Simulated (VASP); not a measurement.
# CoOs2 (P6/mmm) in VASP: further runs

The runs below take CoOs2 through single point, relaxation of cell and atoms, with PBE.

Everything below comes from runs of VASP 6.6.1. Logs are shortened: lines on timing, memory, paths and dates and some standing lists are left out, and cuts for length are marked.

**1. The cell of the first run**

The structure is hexagonal, space group P6/mmm (No. 191). Conventional cell: a = 4.248 Å, b = 4.248 Å, c = 2.654 Å, α = 90.00°, β = 90.00°, γ = 120.00°. Co (site symmetry 6/mmm) has 2 Co at 2.65 Å and 12 Os at 2.79 Å within 3.5 Å. Os (site symmetry -6m2) has 5 Os at 2.45 to 2.65 Å and 6 Co at 2.79 Å within 3.2 Å.

**2. Single point, PBE**

File INCAR:

```
SYSTEM = CoOs2
PREC = Accurate
ENCUT = 520
EDIFF = 1E-6
ISMEAR = 0
SIGMA = 0.1
LREAL = .FALSE.
LASPH = .TRUE.
NELM = 60
ALGO = Fast
ISIF = 2
LWAVE = .FALSE.
LCHARG = .FALSE.
GGA = PE
NBANDS = 20
```

File KPOINTS:

```
regular mesh
0
G
  12 12 18
  0 0 0
```

File POSCAR:

```
CoOs2
1.0
    4.2481907110      0.0000000000      0.0000000000
   -2.1240953555      3.6790410759      0.0000000000
    0.0000000000      0.0000000000      2.6542708765
Co Os
1 2
Direct
    0.0000000000      0.0000000000      0.0000000000
    0.3333333333      0.6666666667      0.5000000000
    0.6666666667      0.3333333333      0.5000000000
```

Potentials or basis: VASP PAW PBE potentials, release 64 (Co, Os).

The run is started by

```console
> cat potpaw_PBE.64/Co/POTCAR potpaw_PBE.64/Os/POTCAR > POTCAR
> mpirun -np 1 vasp_std > vasp.out
```

OUTCAR:

```text
SYSTEM = CoOs2
   PREC = Accurate
   ENCUT = 520
   EDIFF = 1E-6
   ISMEAR = 0
   LREAL = .FALSE.
   LASPH = .TRUE.
   NELM = 60
   ISIF = 2
   GGA = PE

 ion  position               nearest neighbor table
   1  0.000  0.000  0.000-   2 2.79   3 2.79   2 2.79   3 2.79   3 2.79   3 2.79   2 2.79   2 2.79
                             3 2.79   3 2.79   2 2.79   2 2.79
   2  0.333  0.667  0.500-   3 2.45   3 2.45   3 2.45   1 2.79   1 2.79   1 2.79   1 2.79   1 2.79
                             1 2.79
   3  0.667  0.333  0.500-   2 2.45   2 2.45   2 2.45   1 2.79   1 2.79   1 2.79   1 2.79   1 2.79
                             1 2.79

  LATTYP: Found a hexagonal cell.
 ALAT       =     4.2481907110
 C/A-ratio  =     0.6248003108

  Lattice vectors:

 A1 = (   4.2481907110,   0.0000000000,   0.0000000000)
 A2 = (  -2.1240953555,   3.6790410759,   0.0000000000)
 A3 = (   0.0000000000,   0.0000000000,   2.6542708765)

Analysis of symmetry for initial positions (statically):
=====================================================================
 Subroutine PRICEL returns:
 Original cell was already a primitive cell.

 Routine SETGRP: Setting up the symmetry group for a
 hexagonal supercell.

 Subroutine GETGRP returns: Found 24 space group operations
 (whereof 24 operations were pure point group operations)
 out of a pool of 24 trial point group operations.

The static configuration has the point symmetry D_6h.

Analysis of symmetry for dynamics (positions and initial velocities):
=====================================================================
 Subroutine PRICEL returns:
 Original cell was already a primitive cell.

 Routine SETGRP: Setting up the symmetry group for a
 hexagonal supercell.

 Subroutine GETGRP returns: Found 24 space group operations
 (whereof 24 operations were pure point group operations)
 out of a pool of 24 trial point group operations.

The dynamic configuration has the point symmetry D_6h.

 Subroutine INISYM returns: Found 24 space group operations
 (whereof 24 operations are pure point group operations),
 and found     1 'primitive' translations

----------------------------------------------------------------------------------------

                                     Primitive cell

  volume of cell :      41.4843

  direct lattice vectors                    reciprocal lattice vectors
     4.248190711  0.000000000  0.000000000     0.235394329  0.135904979  0.000000000
    -2.124095356  3.679041076  0.000000000     0.000000000  0.271809958  0.000000000
     0.000000000  0.000000000  2.654270877     0.000000000  0.000000000  0.376751299

  length of vectors
     4.248190711  4.248190711  2.654270877     0.271809958  0.271809958  0.376751299

  position of ions in fractional coordinates (direct lattice)
     0.000000000  0.000000000  0.000000000
     0.333333333  0.666666667  0.500000000
     0.666666667  0.333333333  0.500000000

  ion indices of the primitive-cell ions
   primitive index   ion index
                 1           1
                 2           2
                 3           3

----------------------------------------------------------------------------------------

 KPOINTS: regular mesh

Automatic generation of k-mesh.
 Grid dimensions read from file:
 generate k-points for:   12   12   18

 Generating k-lattice:

  Cartesian coordinates                     Fractional coordinates (reciprocal lattice)
     0.019616194  0.011325415  0.000000000     0.083333333  0.000000000  0.000000000
     0.000000000  0.022650830  0.000000000     0.000000000  0.083333333  0.000000000
     0.000000000  0.000000000  0.020930628     0.000000000  0.000000000  0.055555556

  Length of vectors
     0.022650830  0.022650830  0.020930628

  Shift w.r.t. Gamma in fractional coordinates (k-lattice)
     0.000000000  0.000000000  0.000000000

 Subroutine IBZKPT returns following result:
 ===========================================

 Found    190 irreducible k-points:

 Following reciprocal coordinates:
            Coordinates               Weight
  0.000000  0.000000  0.000000      1.000000
  0.083333  0.000000  0.000000      6.000000
  0.166667  0.000000  0.000000      6.000000
  0.250000  0.000000  0.000000      6.000000
  0.333333  0.000000  0.000000      6.000000
  0.416667  0.000000  0.000000      6.000000
[... 16 lines left out ...]
  0.250000  0.000000  0.055556     12.000000
  0.333333  0.000000  0.055556     12.000000
 [... further k-points ...]
   k-points           NKPTS =    190   k-points in BZ     NKDIM =    190   number of bands    NBANDS=     20
   number of dos      NEDOS =    301   number of ions     NIONS =      3
   total plane-waves  NPLWV =  20480
   dimension x,y,z NGX =    32 NGY =   32 NGZ =   20
   dimension x,y,z NGXF=    64 NGYF=   64 NGZF=   40
   ions per type =               1   2
   NGX,Y,Z   is equivalent  to a cutoff of  12.52, 12.52, 12.53 a.u.
   NGXF,Y,Z  is equivalent  to a cutoff of  25.05, 25.05, 25.05 a.u.
 SYSTEM =  CoOs2
   PREC   = accura    normal or accurate (medium, high low for compatibility)
   ISTART =      0    job   : 0-new  1-cont  2-samecut
   ICHARG =      2    charge: 1-file 2-atom 10-const
   ISPIN  =      1    spin polarized calculation?
   LNONCOLLINEAR =      F non collinear calculations
   LSORBIT =      F    spin-orbit coupling
   LASPH  =      T    aspherical Exc in radial PAW
   ENCUT  =  520.0 eV  38.22 Ry    6.18 a.u.   7.90  7.90  4.94*2*pi/ulx,y,z
   NELM   =     60;   NELMIN=  2; NELMDL= -5     # of ELM steps
   EDIFF  = 0.1E-05   stopping-criterion for ELM
   LREAL  =      F    real-space projection
   EDIFFG = 0.1E-04   stopping-criterion for IOM
   NSW    =      0    number of steps for IOM
   IBRION =     -1    ionic relax: 0-MD 1-quasi-New 2-CG
   NFREE  =      0    steps in history (QN), initial steepest desc. (CG)
   ISIF   =      2    stress and relaxation
   ISYM   =      2    0-nonsym 1-usesym 2-fastsym
   POTIM  = 0.5000    time-step for ionic-motion
   TEBEG  =    0.0;   TEEND  =   0.0 temperature during run
   PSTRESS=    0.0 pullay stress
   NELECT =      25.0000    total number of electrons
   NUPDOWN=      -1.0000    fix difference up-down
   EMIN   =  10.00;   EMAX   =-10.00  energy-range for DOS
   EFERMI =   0.00;   METHOD = LEGACY
   ISMEAR =     0;   SIGMA  =   0.10  broadening in eV -4-tet -1-fermi 0-gaus
   EFERMI_NEDOS =   21; number of points for ismear=-14 and -15
   IALGO  =     68    algorithm
   IMIX   =      4    mixing-type and parameters
     AMIX     =   0.40;   BMIX     =  1.00
     AMIX_MAG =   1.60;   BMIX_MAG =  1.00
  volume/ion in A,a.u.               =      13.83        93.32
  Fermi-wavevector in a.u.,A,eV,Ry     =   1.382803  2.613118 26.016288  1.912143
  Thomas-Fermi vector in A             =   2.507460
   LORBIT       =      0    0 simple, 1 ext, 2 COOP (PROOUT), +10 PAW based schemes
   GGA     = PE    functional components
   LHFCALC =     F    Hartree Fock is set to
   AEXX    =    0.0000 exact exchange contribution
   IVDW    =     0    specifies the selected vdW correction
   LEPSILON=     F    determine dielectric tensor
   LRPA    =     F    only Hartree local field effects (RPA)
 non-spin polarized calculation
 RMM-DIIS sequential band-by-band and
 Gauss-broadening in eV      SIGMA  =   0.10
  energy-cutoff  :      520.00
  volume of cell :       41.48
 maximum number of plane-waves:      1144
 NGX is ok and might be reduce to    32
   NGX = 15   NGY = 15   NGZ =  9

 number of electron      25.0000005 magnetization

 Free energy of the ion-electron system (eV)
  ---------------------------------------------------
  ext. energy  EPLUGINS =         0.00000000
  ---------------------------------------------------
  free energy    TOTEN  =       -28.07006753 eV

  energy without entropy =      -28.03979957  energy(sigma->0) =      -28.05493355

 E-fermi :   8.8336     XC(G=0): -13.4514

 val. band max:        8.8295323173   @ k =   0.1667   0.0833   0.5000
 cond. band min:       8.8345020672   @ k =   0.1667   0.0833   0.3333
 fundamental gap:      0.0049697499
 Fermi energy:         8.8336495915

 k-point     1 :       0.0000    0.0000    0.0000
  band No.  band energies     occupation
      1      -1.0742      2.00000
      2       2.7621      2.00000
      3       4.5456      2.00000
      4       4.9020      2.00000
      5       4.9020      2.00000
      6       5.6187      2.00000
[... 12 lines left out ...]
     19      15.9240      0.00000
     20      18.2058      0.00000

 k-point     2 :       0.0833    0.0000    0.0000
  band No.  band energies     occupation
      1      -0.9711      2.00000
      2       2.8077      2.00000
      3       4.4175      2.00000
      4       4.5654      2.00000
      5       4.7365      2.00000
      6       5.7843      2.00000
[... 12 lines left out ...]
     19      15.5118      0.00000
     20      18.5649      0.00000

 k-point     3 :       0.1667    0.0000    0.0000
  band No.  band energies     occupation
      1      -0.6688      2.00000
      2       2.9401      2.00000
      3       3.8539      2.00000
      4       4.2381      2.00000
      5       4.4869      2.00000
      6       5.8648      2.00000
[... 12 lines left out ...]
     19      16.0889      0.00000
     20      18.8620      0.00000

 k-point     4 :       0.2500    0.0000    0.0000
  band No.  band energies     occupation
      1      -0.1905      2.00000
      2       3.0878      2.00000
      3       3.3035      2.00000
      4       3.8654      2.00000
      5       4.2874      2.00000
      6       5.7253      2.00000
[... 429 lines left out ...]
 k-point    23 :       0.2500    0.0000    0.0556
  band No.  band energies     occupation
      1      -0.1000      2.00000
      2       3.1660      2.00000
      3       3.3393      2.00000
      4       3.9706      2.00000
      5       4.2933      2.00000
      6       5.7210      2.00000
[... 12 lines left out ...]
     19      16.7936      0.00000
     20      19.4761      0.00000

 k-point    24 :       0.3333    0.0000    0.0556
  band No.  band energies     occupation
      1       0.5119      2.00000
      2       2.7454      2.00000
      3       3.4284      2.00000
      4       3.6163      2.00000
      5       4.1611      2.00000
      6       5.4424      2.00000
[... 12 lines left out ...]
     19      17.2381      0.00000
     20      20.5740      0.00000

 [... further k-points ...]

------------------------ aborting loop because EDIFF is reached ----------------------------------------

  FORCE on cell =-STRESS in cart. coord.  units (eV):
  Direction    XX          YY          ZZ          XY          YZ          ZX
  --------------------------------------------------------------------------------------
  -------------------------------------------------------------------------------------
  Total       -0.1680927     -0.1680927     -0.0509203      0.0000000      0.0000000      0.0000000
  in kB       -6.4919559     -6.4919559     -1.9666084      0.0000000      0.0000000      0.0000000
  external PRESSURE =      -4.9835067 kB  Pullay stress =       0.0000000 kB

 VOLUME and BASIS-vectors are now :
 -----------------------------------------------------------------------------
  energy-cutoff  :      520.00
  volume of cell :       41.48
      direct lattice vectors                 reciprocal lattice vectors
     4.248190711  0.000000000  0.000000000     0.235394329  0.135904979  0.000000000
    -2.124095356  3.679041076  0.000000000     0.000000000  0.271809958  0.000000000
     0.000000000  0.000000000  2.654270877     0.000000000  0.000000000  0.376751299

 POSITION                                       TOTAL-FORCE (eV/Angst)
 -----------------------------------------------------------------------------------
      0.00000      0.00000      0.00000        -0.000000      0.000000      0.000000
     -0.00000      2.45269      1.32714         0.000000     -0.000000      0.000000
      2.12410      1.22635      1.32714        -0.000000      0.000000      0.000000
 -----------------------------------------------------------------------------------
    total drift:                               -0.000000      0.000000      0.000000

  FREE ENERGIE OF THE ION-ELECTRON SYSTEM (eV)
  ---------------------------------------------------
  free  energy   TOTEN  =       -28.0700675344 eV

  energy  without entropy=      -28.0397995679  energy(sigma->0) =      -28.05493355
```

Run time: 2.5 min. Hardware: 1 thread of AMD EPYC 7R13 (Zen 3), shared host; peak memory 0.25 GiB.

What came out:

```
Free energy            : -28.0701 eV
Pressure               : -0.5 GPa
Band gap on the k mesh : zero (an odd number of electrons rules out a gap without spin polarisation)
```

Stress tensor (GPa, compression positive):
```
-0.65  0.00  0.00
 0.00 -0.65  0.00
 0.00  0.00 -0.20
```

Levels at points of the mesh, in eV from the Fermi level:
| k point | band 11 | band 12 | band 13 | band 14 | band 15 | band 16 |
| --- | --- | --- | --- | --- | --- | --- |
| (0.00, 0.00, 0.00) | -1.17 | -1.17 | -1.10 | -1.10 | 1.81 | 1.81 |
| (0.50, 0.00, 0.00) | -0.89 | -0.39 | 0.07 | 0.25 | 0.99 | 1.73 |
| (0.00, 0.00, 0.50) | -0.22 | -0.22 | 0.76 | 0.76 | 0.91 | 3.91 |
| (0.50, 0.00, 0.50) | -0.75 | 0.01 | 0.52 | 1.15 | 2.93 | 3.11 |

Caveat: spin-orbit coupling is left out, which moves the levels of the heavy elements; the run has no spin polarisation, though such a crystal can be magnetic. Spin polarisation is off, so any magnetic state and its effect on volume and gap are missing.

**3. Relaxation of cell and atoms, PBE**

This run uses another cell than the first one, of 13.87 Å³/atom.

File INCAR:

```
PREC = Accurate
ENCUT = 600
EDIFF = 1E-6
ISMEAR = 0
SIGMA = 0.1
LREAL = F
LASPH = T
NELM = 100
ALGO = Fast
ISIF = 3
LWAVE = F
LCHARG = F
GGA = PE
IBRION = 2
NSW = 100
EDIFFG = -0.01
```

File KPOINTS:

```
regular mesh
0
Gamma
  12 12 18
```

File POSCAR:

```
CoOs2
1.0
    4.2352309712      0.0000000000      0.0000000000
   -2.1176154856      3.6678176119      0.0000000000
    0.0000000000      0.0000000000      2.6783123407
Co Os
1 2
Direct
    0.0000000000      0.0000000000      0.0000000000
    0.3333333333      0.6666666667      0.5000000000
    0.6666666667      0.3333333333      0.5000000000
```

Potentials or basis: VASP PAW PBE potentials, release 64 (Co, Os).

The run is started by

```console
> cat potpaw_PBE.64/Co/POTCAR potpaw_PBE.64/Os/POTCAR > POTCAR
> mpirun -np 1 vasp_std > vasp.out
```

Run time: 10 min. Hardware: 1 thread of AMD EPYC 7R13 (Zen 3), shared host; peak memory 0.29 GiB.

The run converged. Its results:

| Property | Result |
| --- | --- |
| Free energy | -28.0706 eV |
| Relaxed volume | 13.81 Å³/atom |
| Relaxed cell | a = 4.245 Å, b = 4.245 Å, c = 2.655 Å, α = 90.00°, β = 90.00°, γ = 120.00° |
| Space group after relaxing (to 0.1 Å) | P6/mmm (No. 191) |
| Energy gained by relaxing | 1.2 meV/atom |
| Ionic steps | 5 |
| Pressure after relaxing | 0.0 GPa |
| Band gap on the k mesh | zero (an odd number of electrons rules out a gap without spin polarisation) |

Step by step:
```tsv
step	energy change (eV)	largest force (eV/Å)	pressure (GPa)	volume (Å³)
1	0.0000	0.0000	-0.69	41.61
2	-0.0025	0.0000	1.44	41.24
3	-0.0035	0.0000	0.65	41.37
4	-0.0025	0.0000	-1.51	41.62
5	-0.0037	0.0000	0.03	41.44
```

Final structure:
```cif
data_structure
_symmetry_space_group_name_H-M 'P 1'
_symmetry_Int_Tables_number 1
_cell_length_a 4.2451
_cell_length_b 4.2451
_cell_length_c 2.6554
_cell_angle_alpha 90.000
_cell_angle_beta 90.000
_cell_angle_gamma 120.000
_cell_volume 41.44
loop_
_atom_site_label
_atom_site_type_symbol
_atom_site_fract_x
_atom_site_fract_y
_atom_site_fract_z
_atom_site_occupancy
Co1 Co 0.00000 0.00000 0.00000 1
Os1 Os 0.33333 0.66667 0.50000 1
Os2 Os 0.66667 0.33333 0.50000 1
```

Levels at points of the mesh, in eV from the Fermi level:
| k point | band 11 | band 12 | band 13 | band 14 | band 15 | band 16 |
| --- | --- | --- | --- | --- | --- | --- |
| (0.00, 0.00, 0.00) | -1.18 | -1.18 | -1.10 | -1.10 | 1.81 | 1.81 |
| (0.50, 0.00, 0.00) | -0.90 | -0.39 | 0.07 | 0.25 | 0.99 | 1.74 |
| (0.00, 0.00, 0.50) | -0.22 | -0.22 | 0.76 | 0.76 | 0.91 | 3.91 |
| (0.50, 0.00, 0.50) | -0.75 | 0.01 | 0.52 | 1.15 | 2.93 | 3.12 |

Caveat: spin-orbit coupling is left out, which moves the levels of the heavy elements; the run has no spin polarisation, though such a crystal can be magnetic. Spin polarisation is off, so any magnetic state and its effect on volume and gap are missing.
